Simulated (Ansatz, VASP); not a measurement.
## TaN in VASP and in Ansatz

```xyz
2
Lattice="2.8653 0.0000 0.0000 -1.4326 2.4814 0.0000 0.0000 0.0000 2.8701" Properties=species:S:1:pos:R:3 pbc="T T T"
Ta    0.0000    1.6543    1.4351
N     0.0000    0.0000    0.0000
```

Alike in both runs: task single point; functional PBEsol; k mesh 21 × 21 × 18; occupations gaussian, width 0.15 eV; no spin polarisation.

```csv
,VASP,Ansatz
version,VASP 6.6.1,Ansatz 0.2.0
potentials or method,"VASP PAW PBE potentials, release 64 (Ta_sv_GW, N), cutoff 600 eV","scalar-relativistic, plane waves, PAW"
valence electrons in the cell,18,18
```

Ansatz gave:

```
gap on the k mesh at the Fermi level (eV)                     : none
pressure (GPa)                                                : 15.7
traceless stress, the component that is largest in VASP (GPa) : -8.17
```

Estimate VASP's values.

gap on the k mesh at the Fermi level (eV): none; pressure (GPa): 15.8; traceless stress, the component that is largest in VASP (GPa): -8.03.

VASP's potentials were made for PBE, not for PBEsol. A gap of «none» marks a metal or a gap that the smearing closes. The functional is the same, so the differences come from potentials, cutoffs and numerics.

Neither program's run includes spin-orbit coupling.
